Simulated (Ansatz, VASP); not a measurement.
# MgSn2N2 in VASP and in Ansatz

INCAR

```
  ALGO = Normal
  EDIFF = 1E-6
  ENCUT = 520
  GGA = PE
  ISIF = 2
  ISMEAR = 0
  LASPH = T
  LCHARG = T
  LELF = T
  LREAL = F
  LVHAR = T
  LWAVE = F
  NBANDS = 28
  NELM = 60
  PREC = Accurate
  SIGMA = 0.02
```

File KPOINTS:

```
k-points
0
Gamma
  12 12 12
```

POSCAR

```
MgSn2N2
1.0
    2.0903321939      1.2068538549      5.9873722979
   -2.0903321939      1.2068538549      5.9873722979
    0.0000000000     -2.4137077097      5.9873722979
Mg Sn N
1 2 2
Direct
    0.0000000000      0.0000000000      0.0000000000
    0.2328316356      0.2328316356      0.2328316356
    0.7671683644      0.7671683644      0.7671683644
    0.1134947683      0.1134947683      0.1134947683
    0.8865052317      0.8865052317      0.8865052317
```

Input for Ansatz:

```yaml
crystal:
  lattice:
    - [2.0903321939, 1.2068538549, 5.9873722979]
    - [-2.0903321939, 1.2068538549, 5.9873722979]
    - [0.0, -2.4137077097, 5.9873722979]
  atoms:
    - { symbol: Mg, position: [0.0, 0.0, 0.0] }
    - { symbol: Sn, position: [0.2328316356, 0.2328316356, 0.2328316356] }
    - { symbol: Sn, position: [0.7671683644, 0.7671683644, 0.7671683644] }
    - { symbol: "N", position: [0.1134947683, 0.1134947683, 0.1134947683] }
    - { symbol: "N", position: [0.8865052317, 0.8865052317, 0.8865052317] }
basis:
  ecutwfc: 420
kpoints:
  mp_grid: { grid: [12, 12, 12] }
  band_path:
    path:
      - [[0.0, 0.0, 0.0], [0.5, 0.5, 0.5], [0.80624729, 0.19375271, 0.5]]
      - [[0.5, -0.19375271, 0.19375271], [0.5, 0.0, 0.0], [0.0, 0.0, 0.0], [0.34687636, -0.34687636, 0.0]]
      - [[0.65312364, 0.0, 0.34687636], [0.5, 0.0, 0.5], [0.0, 0.0, 0.0]]
    npoints: 14
hamiltonian:
  xc: pbe
scf:
  occupations: { method: gaussian, width: 0.02 }
  n_extra_bands: 12
output:
  forces: true
  stress: true
  eigenvalues: true
  populations: true
  dos: { projected: true, de: 0.02, nscf_kmesh: { grid: [18, 18, 18] } }
  bader: true
  write_density: true
  write_potential: true
  elf: true
  volumetric_format: npy
```

Alike in both runs: task single point; functional PBE; k mesh 12 × 12 × 12; occupations gaussian, width 0.02 eV; no spin polarisation.

|  | VASP | Ansatz |
| --- | --- | --- |
| version | VASP 6.6.1 | Ansatz 0.2.0 |
| potentials or method | VASP PAW PBE potentials, release 64 (Mg, Sn_d, N), cutoff 520 eV | scalar-relativistic, plane waves, PAW |
| valence electrons in the cell | 40 | 48 |

```csv
,VASP,Ansatz,Ansatz less VASP
gap on the k mesh at the Fermi level (eV),0.73,0.74,+0.008
least direct gap on the mesh (eV),0.82,0.82,+0.008
pressure (GPa),-0.1,0.0,+0.06
rms of the force components (eV/Å),0.009,0.001,-0.0085
```

Atom by atom the forces differ by 0.010 eV/Å (rms over components). VASP's potentials hold 40 valence electrons a cell and Ansatz's 48, so a difference there can come from the potentials and not from the codes.
